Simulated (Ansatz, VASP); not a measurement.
# PbS: VASP beside Ansatz

```
Pb S
1.0
     4.01900    0.00000    0.00000
    -2.00950    3.48056    0.00000
     0.00000    0.00000    7.27591
Pb S
2 2
Direct
  0.00000 0.00000 0.00000
  0.00000 0.00000 0.50000
  0.33333 0.66667 0.25000
  0.66667 0.33333 0.75000
```

Alike in both runs: task single point; functional PBE; k mesh 9 × 9 × 5; occupations fermi-dirac, width 0.08 eV; no spin polarisation.

|  | VASP | Ansatz |
| --- | --- | --- |
| version | VASP 6.6.1 | Ansatz 0.2.0 |
| potentials or method | VASP PAW PBE potentials, release 64 (Pb_d, S), cutoff 520 eV | all-electron LAPW, scalar-relativistic |

VASP gave:

```
pressure (GPa) : 4.4
```

Q: What did Ansatz give for the same quantities?

A: Pressure (GPa): 4.5.

Ansatz ran all-electron here, and VASP with PAW potentials.

Neither program's run includes spin-orbit coupling.
